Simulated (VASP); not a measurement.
# Re (P6_3/mmc) in VASP: a series of runs

The runs below take Re through single point, with PBE, PBE+U.

All numbers are computed with VASP 6.6.1; they aren't measurements. Logs are shortened: lines on timing, memory, paths and dates and some standing lists are left out, and cuts for length are marked.

## Step 1: The cell of the first run

The structure is hexagonal, space group P6_3/mmc (No. 194). Conventional cell: a = 2.866 Å, b = 2.866 Å, c = 4.625 Å, α = 90.00°, β = 90.00°, γ = 120.00°. Re (site symmetry -6m2) has 12 Re at 2.84 to 2.87 Å within 3.7 Å.

## Step 2: Single point, PBE (16.45 Å³/atom)

INCAR reads:

```
SYSTEM = Re
ALGO = Fast
EDIFF = 1E-7
ENCUT = 520
GGA = PE
ISIF = 2
ISMEAR = 0
LASPH = .TRUE.
LCHARG = .TRUE.
LELF = .TRUE.
LREAL = .FALSE.
LVHAR = .TRUE.
LWAVE = .FALSE.
NBANDS = 14
NELM = 60
PREC = Accurate
SIGMA = 0.1
```

KPOINTS reads:

```
k-points
0
G
  18 18 10
  0 0 0
```

POSCAR reads:

```
Re
1.0
    2.8655108743      0.0000000000      0.0000000000
   -1.4327554371      2.4816052120      0.0000000000
    0.0000000000      0.0000000000      4.6254840560
Re
2
Direct
    0.3333333333      0.6666666667      0.2500000000
    0.6666666667      0.3333333333      0.7500000000
```

Potentials or basis: VASP PAW PBE potentials, release 64 (Re).

The run is started by

```sh
> cat potpaw_PBE.64/Re/POTCAR > POTCAR
> mpirun -np 1 vasp_std > vasp.out
```

OUTCAR:

```text
SYSTEM = Re
   EDIFF = 1E-7
   ENCUT = 520
   GGA = PE
   ISIF = 2
   ISMEAR = 0
   LASPH = .TRUE.
   LREAL = .FALSE.
   NELM = 60
   PREC = Accurate

 ion  position               nearest neighbor table
   1  0.333  0.667  0.250-   2 2.84   2 2.84   2 2.84   2 2.84   2 2.84   2 2.84
   2  0.667  0.333  0.750-   1 2.84   1 2.84   1 2.84   1 2.84   1 2.84   1 2.84

  LATTYP: Found a hexagonal cell.
 ALAT       =     2.8655108743
 C/A-ratio  =     1.6141917651

  Lattice vectors:

 A1 = (   2.8655108743,   0.0000000000,   0.0000000000)
 A2 = (  -1.4327554371,   2.4816052120,   0.0000000000)
 A3 = (   0.0000000000,   0.0000000000,   4.6254840560)

Analysis of symmetry for initial positions (statically):
=====================================================================
 Subroutine PRICEL returns:
 Original cell was already a primitive cell.

 Routine SETGRP: Setting up the symmetry group for a
 hexagonal supercell.

 Subroutine GETGRP returns: Found 24 space group operations
 (whereof 12 operations were pure point group operations)
 out of a pool of 24 trial point group operations.

The static configuration has the point symmetry D_3d.
 The point group associated with its full space group is D_6h.

Analysis of symmetry for dynamics (positions and initial velocities):
=====================================================================
 Subroutine PRICEL returns:
 Original cell was already a primitive cell.

 Routine SETGRP: Setting up the symmetry group for a
 hexagonal supercell.

 Subroutine GETGRP returns: Found 24 space group operations
 (whereof 12 operations were pure point group operations)
 out of a pool of 24 trial point group operations.

The dynamic configuration has the point symmetry D_3d.
 The point group associated with its full space group is D_6h.

 Subroutine INISYM returns: Found 24 space group operations
 (whereof 12 operations are pure point group operations),
 and found     1 'primitive' translations

----------------------------------------------------------------------------------------

                                     Primitive cell

  volume of cell :      32.8921

  direct lattice vectors                    reciprocal lattice vectors
     2.865510874  0.000000000  0.000000000     0.348977911  0.201482491  0.000000000
    -1.432755437  2.481605212  0.000000000     0.000000000  0.402964982  0.000000000
     0.000000000  0.000000000  4.625484056     0.000000000  0.000000000  0.216193589

  length of vectors
     2.865510874  2.865510874  4.625484056     0.402964982  0.402964982  0.216193589

  position of ions in fractional coordinates (direct lattice)
     0.333333333  0.666666667  0.250000000
     0.666666667  0.333333333  0.750000000

  ion indices of the primitive-cell ions
   primitive index   ion index
                 1           1
                 2           2

----------------------------------------------------------------------------------------

 KPOINTS: k-points

Automatic generation of k-mesh.
 Grid dimensions read from file:
 generate k-points for:   18   18   10

 Generating k-lattice:

  Cartesian coordinates                     Fractional coordinates (reciprocal lattice)
     0.019387662  0.011193472  0.000000000     0.055555556  0.000000000  0.000000000
     0.000000000  0.022386943  0.000000000     0.000000000  0.055555556  0.000000000
     0.000000000  0.000000000  0.021619359     0.000000000  0.000000000  0.100000000

  Length of vectors
     0.022386943  0.022386943  0.021619359

  Shift w.r.t. Gamma in fractional coordinates (k-lattice)
     0.000000000  0.000000000  0.000000000

 Subroutine IBZKPT returns following result:
 ===========================================

 Found    222 irreducible k-points:

 Following reciprocal coordinates:
            Coordinates               Weight
  0.000000  0.000000  0.000000      1.000000
  0.055556 -0.000000  0.000000      6.000000
  0.111111 -0.000000  0.000000      6.000000
  0.166667 -0.000000  0.000000      6.000000
  0.222222  0.000000  0.000000      6.000000
  0.277778  0.000000  0.000000      6.000000
[... 16 lines left out ...]
  0.333333  0.111111  0.000000     12.000000
  0.388889  0.111111  0.000000     12.000000
 [... further k-points ...]
   k-points           NKPTS =    222   k-points in BZ     NKDIM =    222   number of bands    NBANDS=     14
   number of dos      NEDOS =    301   number of ions     NIONS =      2
   total plane-waves  NPLWV =  20736
   dimension x,y,z NGX =    24 NGY =   24 NGZ =   36
   dimension x,y,z NGXF=    48 NGYF=   48 NGZF=   72
   ions per type =               2
   NGX,Y,Z   is equivalent  to a cutoff of  13.92, 13.92, 12.94 a.u.
   NGXF,Y,Z  is equivalent  to a cutoff of  27.85, 27.85, 25.88 a.u.
 SYSTEM =  Re
   PREC   = accura    normal or accurate (medium, high low for compatibility)
   ISTART =      0    job   : 0-new  1-cont  2-samecut
   ICHARG =      2    charge: 1-file 2-atom 10-const
   ISPIN  =      1    spin polarized calculation?
   LNONCOLLINEAR =      F non collinear calculations
   LSORBIT =      F    spin-orbit coupling
   LASPH  =      T    aspherical Exc in radial PAW
   ENCUT  =  520.0 eV  38.22 Ry    6.18 a.u.   5.33  5.33  8.60*2*pi/ulx,y,z
   NELM   =     60;   NELMIN=  2; NELMDL= -5     # of ELM steps
   EDIFF  = 0.1E-06   stopping-criterion for ELM
   LREAL  =      F    real-space projection
   EDIFFG = 0.1E-05   stopping-criterion for IOM
   NSW    =      0    number of steps for IOM
   IBRION =     -1    ionic relax: 0-MD 1-quasi-New 2-CG
   NFREE  =      0    steps in history (QN), initial steepest desc. (CG)
   ISIF   =      2    stress and relaxation
   ISYM   =      2    0-nonsym 1-usesym 2-fastsym
   POTIM  = 0.5000    time-step for ionic-motion
   TEBEG  =    0.0;   TEEND  =   0.0 temperature during run
   PSTRESS=    0.0 pullay stress
   NELECT =      14.0000    total number of electrons
   NUPDOWN=      -1.0000    fix difference up-down
   EMIN   =  10.00;   EMAX   =-10.00  energy-range for DOS
   EFERMI =   0.00;   METHOD = LEGACY
   ISMEAR =     0;   SIGMA  =   0.10  broadening in eV -4-tet -1-fermi 0-gaus
   EFERMI_NEDOS =   21; number of points for ismear=-14 and -15
   IALGO  =     68    algorithm
   IMIX   =      4    mixing-type and parameters
     AMIX     =   0.40;   BMIX     =  1.00
     AMIX_MAG =   1.60;   BMIX_MAG =  1.00
  volume/ion in A,a.u.               =      16.45       110.98
  Fermi-wavevector in a.u.,A,eV,Ry     =   1.231460  2.327121 20.633139  1.516493
  Thomas-Fermi vector in A             =   2.366268
   LORBIT       =      0    0 simple, 1 ext, 2 COOP (PROOUT), +10 PAW based schemes
   GGA     = PE    functional components
   LHFCALC =     F    Hartree Fock is set to
   AEXX    =    0.0000 exact exchange contribution
   IVDW    =     0    specifies the selected vdW correction
   LEPSILON=     F    determine dielectric tensor
   LRPA    =     F    only Hartree local field effects (RPA)
 non-spin polarized calculation
 RMM-DIIS sequential band-by-band and
 Gauss-broadening in eV      SIGMA  =   0.10
  energy-cutoff  :      520.00
  volume of cell :       32.89
 maximum number of plane-waves:       905
 NGX is ok and might be reduce to    24
   NGX = 11   NGY = 11   NGZ = 17

 number of electron      14.0000000 magnetization

 Free energy of the ion-electron system (eV)
  ---------------------------------------------------
  ext. energy  EPLUGINS =         0.00000000
  ---------------------------------------------------
  free energy    TOTEN  =       -24.55755258 eV

  energy without entropy =      -24.54811559  energy(sigma->0) =      -24.55283408

 E-fermi :   6.5586     XC(G=0): -13.1232

 val. band max:        6.5574057491   @ k =   0.2778   0.1667   0.5000
 cond. band min:       6.5686207549   @ k =   0.5000   0.0000   0.4000
 fundamental gap:      0.0112150059
 Fermi energy:         6.5585983282

 k-point     1 :       0.0000    0.0000    0.0000
  band No.  band energies     occupation
      1      -2.5294      2.00000
      2       0.7264      2.00000
      3       5.2490      2.00000
      4       5.2554      2.00000
      5       5.2554      2.00000
      6       5.9529      2.00000
      7       5.9529      2.00000
      8       6.7390      0.01074
      9       6.7390      0.01074
     10       7.0260      0.00000
     11       9.4410      0.00000
     12       9.4410      0.00000
     13      15.1660      0.00000
     14      20.5444      0.00000

 k-point     2 :       0.0556   -0.0000    0.0000
  band No.  band energies     occupation
      1      -2.4177      2.00000
      2       0.8316      2.00000
      3       4.9421      2.00000
      4       5.3549      2.00000
      5       5.5279      2.00000
      6       5.8764      2.00000
      7       6.0461      2.00000
      8       6.4939      1.63947
      9       6.6572      0.16298
     10       6.7778      0.00193
     11       9.4935      0.00000
     12       9.9505      0.00000
     13      15.1525      0.00000
     14      20.7784      0.00000

 k-point     3 :       0.1111   -0.0000    0.0000
  band No.  band energies     occupation
      1      -2.0906      2.00000
      2       1.1287      2.00000
      3       4.5798      2.00000
      4       5.6224      2.00000
      5       5.6494      2.00000
      6       5.6880      2.00000
      7       5.8756      2.00000
      8       6.3218      1.99919
      9       6.4411      1.90328
     10       6.5978      0.57966
     11       9.6250      0.00000
     12      10.9944      0.00000
     13      15.0983      0.00000
     14      21.4022      0.00000
[... 324 lines left out ...]
 k-point    23 :       0.3333    0.1111    0.0000
  band No.  band energies     occupation
      1       1.2985      2.00000
      2       2.0296      2.00000
      3       2.4190      2.00000
      4       4.1292      2.00000
      5       4.8378      2.00000
      6       5.5664      2.00000
      7       5.7279      2.00000
      8       8.5097      0.00000
      9       9.3903      0.00000
     10       9.9967      0.00000
     11      10.4772      0.00000
     12      14.8839      0.00000
     13      15.4632      0.00000
     14      17.4539      0.00000

 k-point    24 :       0.3889    0.1111    0.0000
  band No.  band energies     occupation
      1       1.5804      2.00000
      2       1.8692      2.00000
      3       2.1959      2.00000
      4       4.4505      2.00000
      5       4.8140      2.00000
      6       5.3679      2.00000
      7       6.0175      2.00000
      8       9.2877      0.00000
      9       9.7830      0.00000
     10      10.0126      0.00000
     11      11.3262      0.00000
     12      13.8066      0.00000
     13      15.5838      0.00000
     14      16.8337      0.00000

 [... further k-points ...]

------------------------ aborting loop because EDIFF is reached ----------------------------------------

  FORCE on cell =-STRESS in cart. coord.  units (eV):
  Direction    XX          YY          ZZ          XY          YZ          ZX
  --------------------------------------------------------------------------------------
  -------------------------------------------------------------------------------------
  Total       -5.9158540     -5.9158540     -5.9504036     -0.0000000      0.0000000      0.0000000
  in kB     -288.1615886   -288.1615886   -289.8444988     -0.0000000      0.0000000      0.0000000
  external PRESSURE =    -288.7225587 kB  Pullay stress =       0.0000000 kB

 VOLUME and BASIS-vectors are now :
 -----------------------------------------------------------------------------
  energy-cutoff  :      520.00
  volume of cell :       32.89
      direct lattice vectors                 reciprocal lattice vectors
     2.865510874  0.000000000  0.000000000     0.348977911  0.201482491  0.000000000
    -1.432755437  2.481605212  0.000000000     0.000000000  0.402964982  0.000000000
     0.000000000  0.000000000  4.625484056     0.000000000  0.000000000  0.216193589

 POSITION                                       TOTAL-FORCE (eV/Angst)
 -----------------------------------------------------------------------------------
     -0.00000      1.65440      1.15637        -0.000000     -0.000000      0.000000
      1.43276      0.82720      3.46911         0.000000      0.000000      0.000000
 -----------------------------------------------------------------------------------
    total drift:                                0.000000     -0.000000     -0.000000

  FREE ENERGIE OF THE ION-ELECTRON SYSTEM (eV)
  ---------------------------------------------------
  free  energy   TOTEN  =       -24.5575525815 eV

  energy  without entropy=      -24.5481155885  energy(sigma->0) =      -24.55283408
```

Run time: 3.7 min. Hardware: 1 thread of Intel Xeon 8259CL, shared host; peak memory 0.22 GiB.

What came out:

```
Free energy            : -24.5576 eV
Pressure               : -28.9 GPa
Band gap on the k mesh : zero (bands 7 and 8 overlap by 2.63 eV)
```

Stress tensor (GPa, compression positive):
```
-28.82   0.00   0.00
  0.00 -28.82   0.00
  0.00   0.00 -28.98
```

Caveat: the cell stands under tension; spin-orbit coupling is left out, which moves the levels of the heavy elements.

## Step 3: Single point, PBE+U

INCAR reads:

```
SYSTEM = Re
PREC = Accurate
ENCUT = 520
EDIFF = 1E-7
ISMEAR = 0
SIGMA = 0.1
LREAL = .False.
LASPH = .True.
NELM = 150
ALGO = Normal
ISIF = 2
LWAVE = .False.
LCHARG = .True.
LMAXMIX = 4
LDAU = .True.
LDAUTYPE = 2
LDAUL = 2
LDAUU = 5
LDAUJ = 0
LDAUPRINT = 1
GGA = PE
LELF = .True.
LVHAR = .True.
NBANDS = 14
```

KPOINTS reads:

```
Automatic mesh
0
Gamma
  18 18 10
  0 0 0
```

POSCAR is that of step 2.

Potentials or basis: VASP PAW PBE potentials, release 64 (Re).

The run is started by

```sh
> cat potpaw_PBE.64/Re/POTCAR > POTCAR
> mpirun -np 1 vasp_std > vasp.out
```

OUTCAR:

```text
SYSTEM = Re
   PREC = Accurate
   ENCUT = 520
   EDIFF = 1E-7
   ISMEAR = 0
   LREAL = .False.
   LASPH = .True.
   NELM = 150
   ISIF = 2
   GGA = PE

 ion  position               nearest neighbor table
   1  0.333  0.667  0.250-   2 2.84   2 2.84   2 2.84   2 2.84   2 2.84   2 2.84
   2  0.667  0.333  0.750-   1 2.84   1 2.84   1 2.84   1 2.84   1 2.84   1 2.84

  LATTYP: Found a hexagonal cell.
 ALAT       =     2.8655108743
 C/A-ratio  =     1.6141917651

  Lattice vectors:

[... 669 lines left out ...]

  FORCE on cell =-STRESS in cart. coord.  units (eV):
  Direction    XX          YY          ZZ          XY          YZ          ZX
  --------------------------------------------------------------------------------------
  -------------------------------------------------------------------------------------
  Total       -5.3190063     -5.3190063     -4.5608199     -0.0000000      0.0000000     -0.0000000
  in kB     -259.0891027   -259.0891027   -222.1577993     -0.0000000      0.0000000     -0.0000000
  external PRESSURE =    -246.7786682 kB  Pullay stress =       0.0000000 kB

 VOLUME and BASIS-vectors are now :
 -----------------------------------------------------------------------------
  energy-cutoff  :      520.00
  volume of cell :       32.89
      direct lattice vectors                 reciprocal lattice vectors
     2.865510874  0.000000000  0.000000000     0.348977911  0.201482491  0.000000000
    -1.432755437  2.481605212  0.000000000     0.000000000  0.402964982  0.000000000
     0.000000000  0.000000000  4.625484056     0.000000000  0.000000000  0.216193589

 POSITION                                       TOTAL-FORCE (eV/Angst)
 -----------------------------------------------------------------------------------
     -0.00000      1.65440      1.15637        -0.000000     -0.000000      0.000000
      1.43276      0.82720      3.46911         0.000000      0.000000      0.000000
 -----------------------------------------------------------------------------------
    total drift:                                0.000000     -0.000000     -0.000000

  FREE ENERGIE OF THE ION-ELECTRON SYSTEM (eV)
  ---------------------------------------------------
  free  energy   TOTEN  =       -12.1512795056 eV

  energy  without entropy=      -12.1419357986  energy(sigma->0) =      -12.14660765
```

OSZICAR:

```text
N       E                     dE             d eps       ncg     rms          rms(c)
DAV:   1     0.319267567354E+02    0.31927E+02   -0.67691E+03 12424   0.122E+03
DAV:   2    -0.126121596643E+02   -0.44539E+02   -0.39293E+02 10118   0.261E+02
DAV:   3    -0.137259744691E+02   -0.11138E+01   -0.10728E+01  9948   0.452E+01
[... 12 lines left out ...]
DAV:  16    -0.121512770723E+02   -0.72860E-06   -0.17077E-04  7548   0.518E-01    0.129E-02
DAV:  17    -0.121512793196E+02   -0.22472E-05   -0.41681E-05  7284   0.251E-01    0.857E-03
DAV:  18    -0.121512796174E+02   -0.29785E-06   -0.13005E-06  9668   0.415E-02    0.649E-03
DAV:  19    -0.121512795195E+02    0.97929E-07   -0.13793E-06  7582   0.509E-02    0.350E-03
DAV:  20    -0.121512795056E+02    0.13856E-07   -0.15641E-07  4086   0.171E-02
   1 F= -.12151280E+02 E0= -.12146608E+02  d E =-.934371E-02
```

Run time: 4 min. Hardware: 1 thread of Intel Xeon 8259CL, shared host; peak memory 0.23 GiB.

What came out:

- Free energy: -12.1513 eV
- Pressure: -24.7 GPa
- Band gap on the k mesh: zero (bands 7 and 8 overlap by 2.57 eV)

Stress tensor (GPa, compression positive):
```
-25.91   0.00   0.00
  0.00 -25.91   0.00
  0.00   0.00 -22.22
```

Eigenvalues of the final occupation matrices:
```
    site  spin  trace               eigenvalues
site 1 d     1   2.22  0.42 0.42 0.45 0.45 0.48
site 1 d     2   2.22  0.42 0.42 0.45 0.45 0.48
site 2 d     1   2.22  0.42 0.42 0.45 0.45 0.48
site 2 d     2   2.22  0.42 0.42 0.45 0.45 0.48
```

Caveat: the cell stands under tension; spin-orbit coupling is left out, which moves the levels of the heavy elements; U without spin polarisation on a metal has little footing; the U is typed as a test and isn't derived for this compound.
